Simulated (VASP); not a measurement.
# CO2 in VASP: further runs, part 2 of 2

VASP 6.6.1. Earlier steps stand in the parts before.

## (4) Single point, PBE+D3(BJ)

Input file INCAR:

```
PREC     = Accurate       # precision mode
ENCUT    = 520            # plane-wave cutoff, eV
EDIFF    = 1E-6           # SCF threshold, eV
ISMEAR   = -1             # smearing method
SIGMA    = 0.02           # smearing width, eV
LREAL    = Auto         
LASPH    = True           # aspherical terms in the spheres
NELM     = 80             # most SCF steps
ALGO     = Normal         # electronic algorithm
ISIF     = 2              # what is computed and relaxed
LWAVE    = False          # write WAVECAR
LCHARG   = False          # write CHGCAR
GGA      = PE             # functional
IVDW     = 12             # dispersion correction
NBANDS   = 82             # bands
```

Input file KPOINTS:

```
regular mesh
0
Gamma
  1 1 1
```

Input file POSCAR:

```
CO2
1.0
    8.0824800000      0.0000000000      0.0000000000
    0.0000000000      8.0824800000      0.0000000000
    0.0000000000      0.0000000000      8.0824800000
C O
8 16
Direct
    0.2446031416      0.5839296849      1.0261949303
    0.0293721729      0.4605393394      0.5984054399
    0.6912234859      0.1087537488      0.8464852372
    0.6522008097      0.6004592650      0.3675604517
    0.7372737081      0.6256866704      0.8474379151
    0.2625679247      0.8326033594      0.3292801219
    0.6631999089      0.0608229157      0.4683463491
    0.2205634904      0.0768452257      0.0204268987
    0.1600870030      0.5449070087      0.9145089131
    0.3487667152      0.6144030050      1.1217349130
   -0.0448006058      0.5361968109      0.5035706862
    0.1159916263      0.3686863438      0.6685571755
    0.7807380903      0.2193757362      0.8734447843
    0.6115697162     -0.0129910621      0.8284709644
    0.5621789352      0.5326459206      0.4673936712
    0.7278087914      0.6656620245      0.2685685582
    0.6745825539      0.6393582168      0.7233918302
    0.8158510754      0.6127450980      0.9614128337
    0.3855747246      0.8846170977      0.2800501826
    0.1252585840      0.8027115440      0.3485440112
    0.7432990864     -0.0121249913      0.3724846829
    0.5833729251      0.1409839554      0.5641337807
    0.2033657986      0.1706283220      0.1365793667
    0.2628153735      0.0007052291     -0.1014045194
```

Potentials or basis: VASP PAW PBE potentials, release 64 (C, O).

On the command line:

```
cat potpaw_PBE.64/C/POTCAR potpaw_PBE.64/O/POTCAR > POTCAR
mpirun -np 1 vasp_gam > vasp.out
```

OUTCAR:

```text
PREC = Accurate
   ENCUT = 520
   EDIFF = 1E-6
   ISMEAR = -1
   LREAL = Auto
   LASPH = True
   NELM = 80
   ISIF = 2
   GGA = PE
   IVDW = 12
 IVDW          = 12

 ion  position               nearest neighbor table
   1  0.245  0.584  0.026-  10 1.17   9 1.18
   2  0.029  0.461  0.598-  11 1.15  12 1.17
   3  0.691  0.109  0.846-  13 1.17  14 1.18
   4  0.652  0.600  0.368-  16 1.14  15 1.22
   5  0.737  0.626  0.847-  18 1.12  17 1.13
   6  0.263  0.833  0.329-  20 1.15  19 1.15
   7  0.663  0.061  0.468-  21 1.17  22 1.20
   8  0.221  0.077  0.020-  24 1.21  23 1.21
   9  0.160  0.545  0.915-   1 1.18
  10  0.349  0.614  0.122-   1 1.17
  11  0.955  0.536  0.504-   2 1.15
  12  0.116  0.369  0.669-   2 1.17
  13  0.781  0.219  0.873-   3 1.17
  14  0.612  0.987  0.828-   3 1.18
[... 8 lines left out ...]
  23  0.203  0.171  0.137-   8 1.21
  24  0.263  0.001  0.899-   8 1.21

  LATTYP: Found a simple cubic cell.
 ALAT       =     8.0824800000

  Lattice vectors:

 A1 = (   8.0824800000,   0.0000000000,   0.0000000000)
 A2 = (   0.0000000000,   8.0824800000,   0.0000000000)
 A3 = (   0.0000000000,   0.0000000000,   8.0824800000)

Analysis of symmetry for initial positions (statically):
=====================================================================
 Subroutine PRICEL returns:
 Original cell was already a primitive cell.

 Routine SETGRP: Setting up the symmetry group for a
 simple cubic supercell.

 Subroutine GETGRP returns: Found  1 space group operations
 (whereof  1 operations were pure point group operations)
 out of a pool of 48 trial point group operations.

The static configuration has the point symmetry C_1 .

Analysis of symmetry for dynamics (positions and initial velocities):
=====================================================================
[... 151 lines left out ...]
  volume/ion in A,a.u.               =      22.00       148.46
  Fermi-wavevector in a.u.,A,eV,Ry     =   1.020783  1.929001 14.177248  1.041998
  Thomas-Fermi vector in A             =   2.154372
   LORBIT       =      0    0 simple, 1 ext, 2 COOP (PROOUT), +10 PAW based schemes
   GGA     = PE    functional components
   LHFCALC =     F    Hartree Fock is set to
   AEXX    =    0.0000 exact exchange contribution
   IVDW    =    12    specifies the selected vdW correction
   LEPSILON=     F    determine dielectric tensor
   LRPA    =     F    only Hartree local field effects (RPA)
 non-spin polarized calculation
  energy-cutoff  :      520.00
  volume of cell :      528.00
 maximum number of plane-waves:      7074
   NGX = 31   NGY = 31   NGZ = 31

 number of electron     128.0000019 magnetization

 Free energy of the ion-electron system (eV)
  ---------------------------------------------------
  ext. energy  EPLUGINS =         0.00000000
  ---------------------------------------------------
  free energy    TOTEN  =      -181.55058877 eV

  energy without entropy =     -181.55058877  energy(sigma->0) =     -181.55058877

 E-fermi :  -4.1997     XC(G=0):  -6.0793

 val. band max:       -4.6828003664   @ k =   0.0000   0.0000   0.0000
 cond. band min:       0.6582383182   @ k =   0.0000   0.0000   0.0000
 fundamental gap:      5.3410386846
 Fermi energy:        -4.1996662692

 k-point     1 :       0.0000    0.0000    0.0000
  band No.  band energies     occupation
      1     -26.2020      2.00000
      2     -26.0777      2.00000
      3     -25.9344      2.00000
      4     -25.8860      2.00000
      5     -25.8388      2.00000
      6     -25.6687      2.00000
[... 68 lines left out ...]
     75       2.9555      0.00000
     76       3.0327      0.00000
 [bands above 76 left out]

------------------------ aborting loop because EDIFF is reached ----------------------------------------

 Edisp (eV)   -1.07684

 E8    (eV) :    -0.2708

  FORCE on cell =-STRESS in cart. coord.  units (eV):
  Direction    XX          YY          ZZ          XY          YZ          ZX
  --------------------------------------------------------------------------------------
  -------------------------------------------------------------------------------------
  Total      12.37445     1.86673    13.75469     1.65110    -5.70297     9.33350
  in kB      37.54937     5.66446    41.73761     5.01015   -17.30523    28.32184
  external pressure =       28.32 kB  Pullay stress =        0.00 kB

 VOLUME and BASIS-vectors are now :
 -----------------------------------------------------------------------------
  energy-cutoff  :      520.00
  volume of cell :      528.00
      direct lattice vectors                 reciprocal lattice vectors
     8.082480000  0.000000000  0.000000000     0.123724401  0.000000000  0.000000000
     0.000000000  8.082480000  0.000000000     0.000000000  0.123724401  0.000000000
     0.000000000  0.000000000  8.082480000     0.000000000  0.000000000  0.123724401

 POSITION                                       TOTAL-FORCE (eV/Angst)
 -----------------------------------------------------------------------------------
      1.97700      4.71960      0.21172         0.250984     -0.725090     -1.537342
      0.23740      3.72230      4.83660         1.726636     -2.034601      0.095828
      5.58680      0.87900      6.84170        -0.357385     -1.754928      0.428442
      5.27140      4.85320      2.97080        -4.397674     -3.116292      4.369004
      5.95900      5.05710      6.84940         0.022702      0.155815     -0.502403
      2.12220      6.72950      2.66140        -0.186309      0.956838     -0.869066
[... 16 lines left out ...]
      1.64370      1.37910      1.10390        -0.208177     -2.244996     -2.324249
      2.12420      0.00570      7.26288        -1.500761      1.055683      2.576343
 -----------------------------------------------------------------------------------
    total drift:                               -0.013765     -0.011525     -0.001656

  FREE ENERGIE OF THE ION-ELECTRON SYSTEM (eV)
  ---------------------------------------------------
  free  energy   TOTEN  =      -182.6274294874 eV

  energy  without entropy=     -182.6274294874  energy(sigma->0) =     -182.62742949
```

It took 91 s on 1 thread of Oxide Virtual Turin-like, shared host; peak memory 0.41 GiB.

What came out:

```
Free energy                : -182.6274 eV
Pressure                   : 2.8 GPa
Largest force              : 6.938 eV/Å
Dispersion energy per atom : -0.045 eV
```

Forces in eV/Å, atoms in the order of the input:
```
C    0.251 -0.725 -1.537
C    1.727 -2.035  0.096
C   -0.357 -1.755  0.428
C   -4.398 -3.116  4.369
C    0.023  0.156 -0.502
C   -0.186  0.957 -0.869
C   -1.157  1.500  1.068
C    1.521  1.330 -0.342
O   -0.399  0.514  0.741
O    0.291 -0.054  0.801
O   -1.917  2.054 -1.306
O    0.300 -0.644  0.813
O    0.171  0.782 -0.073
O    0.413  0.667  0.584
O    1.683  1.060 -2.507
O    2.200  1.704 -2.482
O   -3.009  0.772 -4.369
O    3.168 -0.660  5.364
O    3.389  0.967  0.043
O   -3.084 -1.342  1.345
O    0.256 -0.159 -0.123
O    0.825 -0.782 -1.794
O   -0.208 -2.245 -2.324
O   -1.501  1.056  2.576
```

Caveat: the k points lie up to 0.78 Å⁻¹ apart; the atoms stand as in a frame of molecular dynamics.

## (5) Single point, PBE+D3(BJ)

Input file INCAR:

```
SYSTEM = CO2
PREC = Accurate
ENCUT = 520
EDIFF = 1E-7
ISMEAR = -1
SIGMA = 0.02
LREAL = Auto
LASPH = .True.
NELM = 60
ALGO = Normal
ISIF = 2
LWAVE = .False.
LCHARG = .False.
GGA = PE
IVDW = 12
NBANDS = 82
```

Input file KPOINTS:

```
Automatic mesh
0
Gamma
  1 1 1
  0 0 0
```

Input file POSCAR:

```
CO2
1.0
    8.0824800000      0.0000000000      0.0000000000
    0.0000000000      8.0824800000      0.0000000000
    0.0000000000      0.0000000000      8.0824800000
C O
8 16
Direct
    0.3674243549      0.5297878869      1.0506552444
    0.0893413903      0.4605517119      0.6032430640
    0.7352941176      0.0873989172      0.8389133038
    0.5227727133      0.5586651622      0.4009907850
    0.8082049074      0.6069671685      0.8886505132
    0.2124842870      0.9822480229      0.4138581228
    0.6506295098      0.1193816749      0.3619062466
    0.1372103612      0.0277761281     -0.1326078134
    0.2651166474      0.5719284180      1.1526288961
    0.4908765626      0.4842325623      0.9926161277
    0.0699537766      0.5888291712      0.5590734527
    0.0974577110      0.3308514218      0.6690025834
    0.8400268235      0.1916985876      0.8588453049
    0.6286684285     -0.0051840524      0.8133889598
    0.3835085271      0.5777805822      0.4183740634
    0.6705367659      0.5344151795      0.3886183449
    0.7285882551      0.5050677515      0.8259222417
    0.8405588384      0.7288109590      0.9704570874
    0.3458591917      0.9356905306      0.3666201463
    0.1086918866      0.9707045362      0.5122066494
    0.7074437549      0.0104175946      0.4463110332
    0.5901901397      0.2217512447      0.2887356356
    0.0461120844     -0.0154655502     -0.0319827578
    0.2261187160      0.0595980442     -0.2404088844
```

On the command line:

```
cat potpaw_PBE.64/C/POTCAR potpaw_PBE.64/O/POTCAR > POTCAR
mpirun -np 1 vasp_gam > vasp.out
```

Run time: 89 s. Hardware: 1 thread of Oxide Virtual Turin-like, shared host; peak memory 0.42 GiB.

The run converged. Its results:

```yaml
Free_energy: -181.4285 eV
Pressure: 2.7 GPa
Largest_force: 8.362 eV/Å
Dispersion_energy_per_atom: -0.044 eV
```

Forces on the atoms (eV/Å):
```
C   -2.309  1.030  4.387
C    0.343 -6.800  3.408
C    2.459  3.079  0.272
C    6.222 -0.978 -0.031
C   -1.074  3.932  2.769
C    3.608 -3.383  0.921
C    2.730 -5.653  4.380
C    0.737 -0.228 -0.804
O    0.839 -0.639 -3.579
O    0.280 -0.512 -1.333
O   -0.979  7.681 -3.156
O    0.388 -0.329 -0.422
O   -2.046 -1.790 -0.302
O   -1.034 -1.115 -0.063
O   -2.553  0.394  0.945
O   -2.923  0.782  0.127
O    0.897 -1.370 -1.703
O    0.645 -2.502 -1.569
O   -0.890  1.844 -1.467
O   -3.207  1.284 -0.380
O   -0.579  1.696 -1.456
O   -2.150  3.723 -3.048
O   -1.147 -0.721  2.386
O    1.741  0.572 -0.284
```

Stress tensor (GPa, compression positive):
```
 2.32 -0.40 -0.40
-0.40  3.40 -1.85
-0.40 -1.85  2.31
```

Levels at points of the mesh, in eV from the Fermi level:
```
           k point  band 60  band 61  band 62  band 63  band 64  band 65  band 66  band 67  band 68  band 69
(0.00, 0.00, 0.00)    -1.01    -0.92    -0.91    -0.66    -0.51     4.14     4.78     5.30     6.02     6.58
```

Caveat: the k points lie up to 0.78 Å⁻¹ apart; the atoms stand as in a frame of molecular dynamics.

## (6) The runs side by side

```tsv
cell	pressure (GPa)	largest force (eV/Å)
as given, atomic positions A	0.6	0.58
as given, atomic positions B	-1.1	5.74
as given, atomic positions C	2.8	6.94
as given, atomic positions D	2.7	8.36
```

Alike in all rows: task single point; level PBE+D3(BJ); potentials or basis VASP PAW PBE potentials, release 64 (C, O); no spin polarisation; k mesh 1 × 1 × 1; cutoff (eV) 520; smearing fermi-dirac 0.02 eV.

Caveats: all runs use coarse meshes; the atoms stand as in a frame of molecular dynamics (at least some runs).

Absolute energies hang on the potentials; compare differences alone.
